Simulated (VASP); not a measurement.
Here is a VASP 6.6.1 calculation.

The input INCAR:

```
SYSTEM = C
PREC = Accurate
ENCUT = 520
EDIFF = 1E-7
ISMEAR = -1
SIGMA = 0.05
LREAL = .False.
LASPH = .True.
NELM = 60
ALGO = Normal
ISIF = 2
LWAVE = .False.
LCHARG = .False.
GGA = CA
NBANDS = 16
```

KPOINTS

```
regular mesh
0
Gamma
  12 12 2
  0 0 0
```

File POSCAR:

```
C
1.0
    2.4060863447      0.0000000000      0.0000000000
   -1.2030431724      2.0837318983      0.0000000000
    0.0000000000      0.0000000000     23.6412921296
C
4
Direct
    0.6666666667      0.3333333333      0.5704754400
    0.3333333333      0.6666666667      0.4295245600
    0.0000000000      0.0000000000      0.4295312300
    0.0000000000      0.0000000000      0.5704687700
```

Potentials or basis: VASP PAW LDA potentials, release 64 (C).

Command:

```console
$ cat potpaw_LDA.64/C/POTCAR > POTCAR
$ mpirun -np 1 vasp_std > vasp.out
```

(1) Estimate the band gap on the k mesh.

(2) Predict the largest force.

Results:

(1) zero (filled and empty bands touch).

(2) 0.018 eV/Å.
